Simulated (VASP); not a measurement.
Cu, 1 atom in the cell. Symmetry: Fm-3m, No. 225, cubic system. Conventional cell: a = 3.566 Å, b = 3.566 Å, c = 3.566 Å, α = 90.00°, β = 90.00°, γ = 90.00°. Cu (site symmetry m-3m) has 12 Cu at 2.52 Å within 3.3 Å. 

- Program: VASP 6.6.1
- Task: single point
- Functional: PBE
- Potentials or basis: VASP PAW PBE potentials, release 64 (Cu)
- Cutoff: 600 eV
- k mesh: 4 × 4 × 4
- Occupations: fermi-dirac, width 0.1 eV
- Spin: no spin polarisation
- Dipole correction: no
- Further INCAR settings: ALGO = Normal; EDIFF = 1e-06; NBANDS = 12

Potentials or basis: VASP PAW PBE potentials, release 64 (Cu).

Launch:

```console
$ cat potpaw_PBE.64/Cu/POTCAR > POTCAR
$ mpirun -np 1 vasp_std > vasp.out
```

Hardware: 1 thread of AMD EPYC 7R13 (shared host).

Question: How long does it take, and how much memory?

Answer: It took 5.3 s on 1 thread of AMD EPYC 7R13, with other jobs on the host, peak memory 0.09 GiB. Counts: scf iterations 11, k points 8.
